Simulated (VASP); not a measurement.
A run of VASP 6.6.1 is set up as follows.

File INCAR:

```
  ALGO = Fast
  EDIFF = 1E-7
  ENCUT = 520
  GGA = PS
  ISIF = 2
  ISMEAR = 0
  LASPH = T
  LCHARG = F
  LREAL = F
  LWAVE = F
  NBANDS = 13
  NELM = 60
  PREC = Accurate
  SIGMA = 0.1
```

KPOINTS

```
k-points
0
Gamma
  8 8 8
```

POSCAR

```
Mo
1.0
   -1.5658765992      1.5658765992      1.5658765992
    1.5658765992     -1.5658765992      1.5658765992
    1.5658765992      1.5658765992     -1.5658765992
Mo
1
Direct
    0.0000000000      0.0000000000      0.0000000000
```

Potentials or basis: VASP PAW PBE potentials, release 64 (Mo_sv).

Command:

```bash
$ cat potpaw_PBE.64/Mo_sv/POTCAR > POTCAR
$ mpirun -np 1 vasp_std > vasp.out
```

Task: Predict the band gap on the k mesh.

Result: Zero (bands 7 and 8 overlap by 5.51 eV).

Task: What does it give for the pressure?

Result: 0.5 GPa.

Caveat: the PAW data sets were made with another functional, which shifts forces and pressure a little.
